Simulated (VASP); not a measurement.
# N in VASP: a series of runs

The runs below take N through single point, with r2SCAN.

Everything below comes from runs of VASP 6.6.1. Logs are shortened: lines on timing, memory, paths and dates and some standing lists are left out, and cuts for length are marked.

### 1 The cell of the first run

Symmetry: P2_13, No. 198, cubic system. The conventional cell has a = 5.807 Å, b = 5.807 Å, c = 5.807 Å, α = 90.00°, β = 90.00°, γ = 90.00°. N (site symmetry 3) has 1 N at 1.09 Å within 1.5 Å. Within 1.5 Å of N (site symmetry 3) lie 1 N at 1.09 Å.

### 2 Single point, r2SCAN

POSCAR reads:

```
N
1.0
    5.8073305146      0.0000000000      0.0000000000
    0.0000000000      5.8073305146      0.0000000000
    0.0000000000      0.0000000000      5.8073305146
N
8
Direct
    0.0547537856      0.0547537856      0.0547537856
    0.4452462144      0.9452462144      0.5547537856
    0.5547537856      0.4452462144      0.9452462144
    0.9452462144      0.5547537856      0.4452462144
    0.9460897569      0.9460897569      0.9460897569
    0.5539102431      0.0539102431      0.4460897569
    0.4460897569      0.5539102431      0.0539102431
    0.0539102431      0.4460897569      0.5539102431
```

INCAR.step1 reads:

```
SYSTEM = N
ALGO = Normal
EDIFF = 1E-5
ENCUT = 910
GGA = PE
GGA_COMPAT = .False.
ISMEAR = 0
LASPH = .True.
LCHARG = .False.
LREAL = .False.
LWAVE = .True.
NBANDS = 30
NELM = 120
PREC = Accurate
SIGMA = 0.1
```

INCAR.step2 reads:

```
SYSTEM = N
ALGO = Normal
EDIFF = 1E-6
ENCUT = 910
GGA_COMPAT = .False.
ISIF = 2
ISMEAR = 0
ISTART = 1
LASPH = .True.
LCHARG = .False.
LMIXTAU = .True.
LREAL = .False.
LWAVE = .False.
METAGGA = R2SCAN
NBANDS = 30
NELM = 120
PREC = Accurate
SIGMA = 0.1
```

KPOINTS reads:

```
k-points
0
Gamma
  4 4 4
  0 0 0
```

Potentials or basis: VASP PAW PBE potentials, release 64 (N_h).

The run is started by

```console
cat potpaw_PBE.64/N_h/POTCAR > POTCAR
cp INCAR.step1 INCAR
mpirun -np 1 vasp_std > vasp.out
cp INCAR.step2 INCAR
mpirun -np 1 vasp_std > vasp.out
```

OUTCAR:

```text
SYSTEM = N
   EDIFF = 1E-6
   ENCUT = 910
   ISIF = 2
   ISMEAR = 0
   ISTART = 1
   LASPH = .True.
   LREAL = .False.
   METAGGA = R2SCAN
   NELM = 120
   PREC = Accurate

 ion  position               nearest neighbor table
   1  0.055  0.055  0.055-   5 1.09
   2  0.445  0.945  0.555-   6 1.09
   3  0.555  0.445  0.945-   7 1.09
   4  0.945  0.555  0.445-   8 1.09
   5  0.946  0.946  0.946-   1 1.09
   6  0.554  0.054  0.446-   2 1.09
   7  0.446  0.554  0.054-   3 1.09
   8  0.054  0.446  0.554-   4 1.09

  LATTYP: Found a simple cubic cell.
 ALAT       =     5.8073305146

  Lattice vectors:

 A1 = (   5.8073305146,   0.0000000000,   0.0000000000)
 A2 = (   0.0000000000,   5.8073305146,   0.0000000000)
 A3 = (   0.0000000000,   0.0000000000,   5.8073305146)

Analysis of symmetry for initial positions (statically):
=====================================================================
 Subroutine PRICEL returns:
 Original cell was already a primitive cell.

 Routine SETGRP: Setting up the symmetry group for a
 simple cubic supercell.

 Subroutine GETGRP returns: Found 12 space group operations
 (whereof  3 operations were pure point group operations)
 out of a pool of 48 trial point group operations.

The static configuration has the point symmetry C_3 .
 The point group associated with its full space group is T   .

Analysis of symmetry for dynamics (positions and initial velocities):
=====================================================================
 Subroutine PRICEL returns:
 Original cell was already a primitive cell.

 Routine SETGRP: Setting up the symmetry group for a
 simple cubic supercell.

 Subroutine GETGRP returns: Found 12 space group operations
 (whereof  3 operations were pure point group operations)
 out of a pool of 48 trial point group operations.

The dynamic configuration has the point symmetry C_3 .
 The point group associated with its full space group is T   .

 Subroutine INISYM returns: Found 12 space group operations
 (whereof  3 operations are pure point group operations),
 and found     1 'primitive' translations

----------------------------------------------------------------------------------------

                                     Primitive cell

  volume of cell :     195.8527

  direct lattice vectors                    reciprocal lattice vectors
     5.807330515  0.000000000  0.000000000     0.172196158  0.000000000  0.000000000
     0.000000000  5.807330515  0.000000000     0.000000000  0.172196158  0.000000000
     0.000000000  0.000000000  5.807330515     0.000000000  0.000000000  0.172196158

  length of vectors
     5.807330515  5.807330515  5.807330515     0.172196158  0.172196158  0.172196158

  position of ions in fractional coordinates (direct lattice)
     0.054753786  0.054753786  0.054753786
     0.445246214  0.945246214  0.554753786
     0.554753786  0.445246214  0.945246214
     0.945246214  0.554753786  0.445246214
     0.946089757  0.946089757  0.946089757
     0.553910243  0.053910243  0.446089757
     0.446089757  0.553910243  0.053910243
     0.053910243  0.446089757  0.553910243

  ion indices of the primitive-cell ions
   primitive index   ion index
                 1           1
                 2           2
                 3           3
                 4           4
                 5           5
                 6           6
                 7           7
                 8           8

----------------------------------------------------------------------------------------

 KPOINTS: k-points

Automatic generation of k-mesh.
 Grid dimensions read from file:
 generate k-points for:    4    4    4

 Generating k-lattice:

  Cartesian coordinates                     Fractional coordinates (reciprocal lattice)
     0.043049039  0.000000000  0.000000000     0.250000000  0.000000000  0.000000000
     0.000000000  0.043049039  0.000000000     0.000000000  0.250000000  0.000000000
     0.000000000  0.000000000  0.043049039     0.000000000  0.000000000  0.250000000

  Length of vectors
     0.043049039  0.043049039  0.043049039

  Shift w.r.t. Gamma in fractional coordinates (k-lattice)
     0.000000000  0.000000000  0.000000000

 Subroutine IBZKPT returns following result:
 ===========================================

 Found     11 irreducible k-points:

 Following reciprocal coordinates:
            Coordinates               Weight
  0.000000  0.000000  0.000000      1.000000
  0.250000  0.000000  0.000000      6.000000
  0.500000  0.000000  0.000000      3.000000
  0.250000  0.250000  0.000000     12.000000
  0.500000  0.250000  0.000000      6.000000
 -0.250000  0.500000  0.000000      6.000000
  0.500000  0.500000  0.000000      3.000000
  0.250000  0.250000  0.250000      8.000000
  0.500000  0.250000  0.250000     12.000000
  0.500000  0.500000  0.250000      6.000000
  0.500000  0.500000  0.500000      1.000000
   k-points           NKPTS =     11   k-points in BZ     NKDIM =     11   number of bands    NBANDS=     30
   number of dos      NEDOS =    301   number of ions     NIONS =      8
   total plane-waves  NPLWV = 216000
   dimension x,y,z NGX =    60 NGY =   60 NGZ =   60
   dimension x,y,z NGXF=   120 NGYF=  120 NGZF=  120
   ions per type =               8
   NGX,Y,Z   is equivalent  to a cutoff of  17.18, 17.18, 17.18 a.u.
   NGXF,Y,Z  is equivalent  to a cutoff of  34.35, 34.35, 34.35 a.u.
 SYSTEM =  N
   PREC   = accura    normal or accurate (medium, high low for compatibility)
   ISTART =      1    job   : 0-new  1-cont  2-samecut
   ICHARG =      0    charge: 1-file 2-atom 10-const
   ISPIN  =      1    spin polarized calculation?
   LNONCOLLINEAR =      F non collinear calculations
   LSORBIT =      F    spin-orbit coupling
   LASPH  =      T    aspherical Exc in radial PAW
   ENCUT  =  910.0 eV  66.88 Ry    8.18 a.u.  14.28 14.28 14.28*2*pi/ulx,y,z
   NELM   =    120;   NELMIN=  2; NELMDL=  0     # of ELM steps
   EDIFF  = 0.1E-05   stopping-criterion for ELM
   LREAL  =      F    real-space projection
   EDIFFG = 0.1E-04   stopping-criterion for IOM
   NSW    =      0    number of steps for IOM
   IBRION =     -1    ionic relax: 0-MD 1-quasi-New 2-CG
   NFREE  =      0    steps in history (QN), initial steepest desc. (CG)
   ISIF   =      2    stress and relaxation
   ISYM   =      2    0-nonsym 1-usesym 2-fastsym
   POTIM  = 0.5000    time-step for ionic-motion
   TEBEG  =    0.0;   TEEND  =   0.0 temperature during run
   PSTRESS=    0.0 pullay stress
   NELECT =      40.0000    total number of electrons
   NUPDOWN=      -1.0000    fix difference up-down
   EMIN   =  10.00;   EMAX   =-10.00  energy-range for DOS
   EFERMI =   0.00;   METHOD = LEGACY
   ISMEAR =     0;   SIGMA  =   0.10  broadening in eV -4-tet -1-fermi 0-gaus
   EFERMI_NEDOS =   21; number of points for ismear=-14 and -15
   IALGO  =     38    algorithm
   IMIX   =      4    mixing-type and parameters
     AMIX     =   0.40;   BMIX     =  1.00
     AMIX_MAG =   1.60;   BMIX_MAG =  1.00
  volume/ion in A,a.u.               =      24.48       165.21
  Fermi-wavevector in a.u.,A,eV,Ry     =   0.964092  1.821869 12.646242  0.929473
  Thomas-Fermi vector in A             =   2.093693
   LORBIT       =      0    0 simple, 1 ext, 2 COOP (PROOUT), +10 PAW based schemes
   METAGGA = R2SCAN    functional components
   LHFCALC =     F    Hartree Fock is set to
   AEXX    =    0.0000 exact exchange contribution
   IVDW    =     0    specifies the selected vdW correction
   LEPSILON=     F    determine dielectric tensor
   LRPA    =     F    only Hartree local field effects (RPA)
 non-spin polarized calculation
 Gauss-broadening in eV      SIGMA  =   0.10
  energy-cutoff  :      910.00
  volume of cell :      195.85
 maximum number of plane-waves:     12226
 NGX is ok and might be reduce to    60
   NGX = 29   NGY = 29   NGZ = 29

 number of electron      40.0000000 magnetization

 Free energy of the ion-electron system (eV)
  ---------------------------------------------------
  ext. energy  EPLUGINS =         0.00000000
  ---------------------------------------------------
  free energy    TOTEN  =       -73.81365346 eV

  energy without entropy =      -73.81365346  energy(sigma->0) =      -73.81365346

 E-fermi :  -6.6914     XC(G=0):  -6.1961

 val. band max:       -7.1605878167   @ k =   0.5000   0.0000   0.0000
 cond. band min:       1.1680214065   @ k =   0.0000   0.0000   0.0000
 fundamental gap:      8.3286092232
 Fermi energy:        -6.6913770669

 k-point     1 :       0.0000    0.0000    0.0000
  band No.  band energies     occupation
      1     -26.3026      2.00000
      2     -26.2625      2.00000
      3     -26.2625      2.00000
      4     -26.2625      2.00000
      5     -10.8782      2.00000
      6     -10.8782      2.00000
[... 22 lines left out ...]
     29       4.7555      0.00000
     30       7.6722      0.00000

 k-point     2 :       0.2500    0.0000    0.0000
  band No.  band energies     occupation
      1     -26.2968      2.00000
      2     -26.2684      2.00000
      3     -26.2625      2.00000
      4     -26.2625      2.00000
      5     -10.8754      2.00000
      6     -10.8748      2.00000
[... 22 lines left out ...]
     29       4.9033      0.00000
     30       6.5615      0.00000

 k-point     3 :       0.5000    0.0000    0.0000
  band No.  band energies     occupation
      1     -26.2826      2.00000
      2     -26.2826      2.00000
      3     -26.2625      2.00000
      4     -26.2625      2.00000
      5     -10.8720      2.00000
      6     -10.8720      2.00000
[... 22 lines left out ...]
     29       5.4858      0.00000
     30       5.4858      0.00000

 k-point     4 :       0.2500    0.2500    0.0000
  band No.  band energies     occupation
      1     -26.2917      2.00000
      2     -26.2676      2.00000
      3     -26.2674      2.00000
      4     -26.2633      2.00000
      5     -10.8737      2.00000
      6     -10.8633      2.00000
[... 22 lines left out ...]
     29       5.0502      0.00000
     30       6.6312      0.00000

 k-point     5 :       0.5000    0.2500    0.0000
  band No.  band energies     occupation
      1     -26.2796      2.00000
      2     -26.2796      2.00000
      3     -26.2654      2.00000
      4     -26.2654      2.00000
      5     -10.8680      2.00000
      6     -10.8680      2.00000
[... 22 lines left out ...]
     29       5.6114      0.00000
     30       5.6114      0.00000

 k-point     6 :      -0.2500    0.5000    0.0000
  band No.  band energies     occupation
      1     -26.2796      2.00000
      2     -26.2796      2.00000
      3     -26.2654      2.00000
      4     -26.2654      2.00000
      5     -10.8676      2.00000
      6     -10.8676      2.00000
[... 22 lines left out ...]
     29       5.6123      0.00000
     30       5.6123      0.00000

 k-point     7 :       0.5000    0.5000    0.0000
  band No.  band energies     occupation
      1     -26.2725      2.00000
      2     -26.2725      2.00000
      3     -26.2724      2.00000
      4     -26.2724      2.00000
      5     -10.8535      2.00000
      6     -10.8535      2.00000
[... 22 lines left out ...]
     29       6.0800      0.00000
     30       6.0806      0.00000

 k-point     8 :       0.2500    0.2500    0.2500
  band No.  band energies     occupation
      1     -26.2876      2.00000
      2     -26.2675      2.00000
      3     -26.2675      2.00000
      4     -26.2674      2.00000
      5     -10.8690      2.00000
      6     -10.8678      2.00000
[... 22 lines left out ...]
     29       5.1999      0.00000
     30       6.5975      0.00000

 k-point     9 :       0.5000    0.2500    0.2500
  band No.  band energies     occupation
      1     -26.2775      2.00000
      2     -26.2775      2.00000
      3     -26.2674      2.00000
      4     -26.2674      2.00000
      5     -10.8687      2.00000
      6     -10.8687      2.00000
[... 22 lines left out ...]
     29       5.7461      0.00000
     30       5.7461      0.00000

 k-point    10 :       0.5000    0.5000    0.2500
  band No.  band energies     occupation
      1     -26.2725      2.00000
      2     -26.2725      2.00000
      3     -26.2723      2.00000
      4     -26.2723      2.00000
      5     -10.8621      2.00000
      6     -10.8621      2.00000
[... 22 lines left out ...]
     29       6.2002      0.00000
     30       6.2009      0.00000

 k-point    11 :       0.5000    0.5000    0.5000
  band No.  band energies     occupation
      1     -26.2723      2.00000
      2     -26.2723      2.00000
      3     -26.2723      2.00000
      4     -26.2723      2.00000
      5     -10.8704      2.00000
      6     -10.8704      2.00000
[... 22 lines left out ...]
     29       6.3746      0.00000
     30       6.3746      0.00000

------------------------ aborting loop because EDIFF is reached ----------------------------------------

  FORCE on cell =-STRESS in cart. coord.  units (eV):
  Direction    XX          YY          ZZ          XY          YZ          ZX
  --------------------------------------------------------------------------------------
  -------------------------------------------------------------------------------------
  Total       -0.2418078     -0.2418078     -0.2418078      0.0000000      0.0000000      0.0000000
  in kB       -1.9781141     -1.9781141     -1.9781141      0.0000000      0.0000000      0.0000000
  external PRESSURE =      -1.9781141 kB  Pullay stress =       0.0000000 kB

 VOLUME and BASIS-vectors are now :
 -----------------------------------------------------------------------------
  energy-cutoff  :      910.00
  volume of cell :      195.85
      direct lattice vectors                 reciprocal lattice vectors
     5.807330515  0.000000000  0.000000000     0.172196158  0.000000000  0.000000000
     0.000000000  5.807330515  0.000000000     0.000000000  0.172196158  0.000000000
     0.000000000  0.000000000  5.807330515     0.000000000  0.000000000  0.172196158

 POSITION                                       TOTAL-FORCE (eV/Angst)
 -----------------------------------------------------------------------------------
      0.31797      0.31797      0.31797         0.006721      0.006721      0.006721
      2.58569      5.48936      3.22164        -0.006721     -0.006721      0.006721
      3.22164      2.58569      5.48936         0.006721     -0.006721     -0.006721
      5.48936      3.22164      2.58569        -0.006721      0.006721     -0.006721
      5.49426      5.49426      5.49426        -0.007072     -0.007072     -0.007072
      3.21674      0.31307      2.59059         0.007072      0.007072     -0.007072
      2.59059      3.21674      0.31307        -0.007072      0.007072      0.007072
      0.31307      2.59059      3.21674         0.007072     -0.007072      0.007072
 -----------------------------------------------------------------------------------
    total drift:                               -0.000000     -0.000000     -0.000000

  FREE ENERGIE OF THE ION-ELECTRON SYSTEM (eV)
  ---------------------------------------------------
  free  energy   TOTEN  =       -73.8136534598 eV

  energy  without entropy=      -73.8136534598  energy(sigma->0) =      -73.81365346
```

It took 8 min on 1 thread of AMD EPYC 9R45 (Zen 5), shared host; peak memory 0.52 GiB.

What came out:

```
Free energy            : -73.8137 eV
Pressure               : -0.2 GPa
Largest force          : 0.012 eV/Å
Band gap on the k mesh : 8.33 eV (least direct gap 8.35 eV)
```

Forces on the atoms (eV/Å):
```
N    0.007  0.007  0.007
N   -0.007 -0.007  0.007
N    0.007 -0.007 -0.007
N   -0.007  0.007 -0.007
N   -0.007 -0.007 -0.007
N    0.007  0.007 -0.007
N   -0.007  0.007  0.007
N    0.007 -0.007  0.007
```

Levels at points of the mesh, in eV from the valence-band top:
| k point | band 16 | band 17 | band 18 | band 19 | band 20 | band 21 | band 22 | band 23 | band 24 | band 25 |
| --- | --- | --- | --- | --- | --- | --- | --- | --- | --- | --- |
| (0.00, 0.00, 0.00) | -1.26 | -0.71 | -0.02 | -0.02 | -0.02 | 8.33 | 8.33 | 8.33 | 9.11 | 9.11 |
| (0.50, 0.00, 0.00) | -1.34 | -0.26 | -0.26 | 0.00 | 0.00 | 8.55 | 8.55 | 8.89 | 8.89 | 8.99 |
| (0.50, 0.50, 0.00) | -1.32 | -0.13 | -0.13 | -0.13 | -0.13 | 8.88 | 8.88 | 8.88 | 8.88 | 9.02 |
| (0.50, 0.50, 0.50) | -1.26 | -0.18 | -0.18 | -0.18 | -0.18 | 8.89 | 8.89 | 8.89 | 8.89 | 9.07 |

Caveat: the PAW data sets were made with another functional, which shifts forces and pressure a little. A k mesh can miss the band edges.

### 3 Single point, r2SCAN

This run uses another cell than the first one, of 23.29 Å³/atom.

POSCAR reads:

```
N
1.0
    5.7113810776      0.0000000000      0.0000000000
    0.0000000000      5.7113810776      0.0000000000
    0.0000000000      0.0000000000      5.7113810776
N
8
Direct
    0.0552465387      0.0552465387      0.0552465387
    0.4447534613      0.9447534613      0.5552465387
    0.5552465387      0.4447534613      0.9447534613
    0.9447534613      0.5552465387      0.4447534613
    0.9447534613      0.9447534613      0.9447534613
    0.5552465387      0.0552465387      0.4447534613
    0.4447534613      0.5552465387      0.0552465387
    0.0552465387      0.4447534613      0.5552465387
```

INCAR.step1 reads:

```
  PREC = Accurate
  ENCUT = 910
  ISMEAR = 0
  SIGMA = 0.02
  LREAL = False
  LASPH = True
  NELM = 120
  NBANDS = 30
  GGA = PE
  ALGO = Normal
  EDIFF = 1E-5
  LWAVE = True
  LCHARG = False
  GGA_COMPAT = False
```

INCAR.step2 reads:

```
  PREC = Accurate
  ENCUT = 910
  EDIFF = 1E-6
  ISMEAR = 0
  SIGMA = 0.02
  LREAL = False
  LASPH = True
  NELM = 120
  ALGO = Normal
  ISIF = 2
  LWAVE = False
  LCHARG = False
  METAGGA = R2SCAN
  LMIXTAU = True
  NBANDS = 30
  ISTART = 1
  GGA_COMPAT = False
```

KPOINTS reads:

```
regular mesh
0
Gamma
  4 4 4
```

Potentials or basis: VASP PAW PBE potentials, release 64 (N_h).

The run is started by

```console
cat potpaw_PBE.64/N_h/POTCAR > POTCAR
cp INCAR.step1 INCAR
mpirun -np 1 vasp_std > vasp.out
cp INCAR.step2 INCAR
mpirun -np 1 vasp_std > vasp.out
```

It took 4.4 min on 1 thread of Intel Xeon Platinum 8488C (Sapphire Rapids), shared host; peak memory 0.48 GiB.

Results (log left out):

```
Free energy            : -73.8135 eV
Pressure               : -0.1 GPa
Band gap on the k mesh : 8.25 eV (least direct gap 8.27 eV)
```

Levels at points of the mesh, in eV from the valence-band top:
| k point | band 17 | band 18 | band 19 | band 20 | band 21 | band 22 | band 23 | band 24 |
| --- | --- | --- | --- | --- | --- | --- | --- | --- |
| (0.00, 0.00, 0.00) | -0.79 | -0.02 | -0.02 | -0.02 | 8.25 | 8.25 | 8.25 | 9.10 |
| (0.50, 0.00, 0.00) | -0.27 | -0.27 | 0.00 | 0.00 | 8.50 | 8.50 | 8.86 | 8.86 |
| (0.50, 0.50, 0.00) | -0.14 | -0.14 | -0.14 | -0.14 | 8.86 | 8.86 | 8.86 | 8.86 |
| (0.50, 0.50, 0.50) | -0.20 | -0.20 | -0.20 | -0.20 | 8.86 | 8.86 | 8.86 | 8.86 |

Caveat: the PAW data sets were made with another functional, which shifts forces and pressure a little. A k mesh can miss the band edges.
